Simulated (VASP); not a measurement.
# MnSb (rocksalt type): electric field gradients with PBE

Crystal: MnSb (rocksalt type).

```
Mn Sb
1.0
     0.00000    2.76712    2.76712
     2.76712    0.00000    2.76712
     2.76712    2.76712    0.00000
Mn Sb
1 1
Direct
  0.00000 0.00000 0.00000
  0.50000 0.50000 0.50000
```

| Property | Result |
| --- | --- |
| Program | VASP 6.6.1 |
| Task | electric field gradients |
| Functional | PBE |
| Potentials or basis | VASP PAW PBE potentials, release 64 (Mn_pv, Sb) |
| Cutoff | 520 eV |
| k mesh | 11 × 11 × 11 |
| Occupations | fermi-dirac, width 0.03 eV |
| Spin | collinear spin, ferromagnetic start |
| Starting moments | [4.0, 0.0] μB |
| Dipole correction | no |
| Further INCAR settings | ALGO = Normal; EDIFF = 1e-08; NBANDS = 20 |

The pressure is 1.3 GPa. The net moment is 3.76 μB per cell, the site moments are Mn +3.69; Sb -0.10 μB and the largest electric field gradient by atom is under 0.05 V/Å² on every atom. The valence electrons inside the program's atomic spheres are Mn 11.49; Sb 2.49.

Levels at points of the mesh, in eV from the Fermi level:
Spin up:
```
           k point  band 9  band 10  band 11  band 12  band 13  band 14
(0.00, 0.00, 0.00)   -2.81     1.35     1.35     1.35     5.30     8.11
```
Spin down:
| k point | band 5 | band 6 | band 7 | band 8 | band 9 | band 10 |
| --- | --- | --- | --- | --- | --- | --- |
| (0.00, 0.00, 0.00) | 0.08 | 0.08 | 0.17 | 0.17 | 0.17 | 1.36 |

It took 61 s on 1 thread of AMD EPYC 9R45 96-Core Processor (Zen 5) (shared host), peak memory 0.21 GiB.

Caveat: spin-orbit coupling is left out, which moves the levels of the heavy elements; a cell with one magnetic atom can't hold antiferromagnetic order, which such compounds often take.
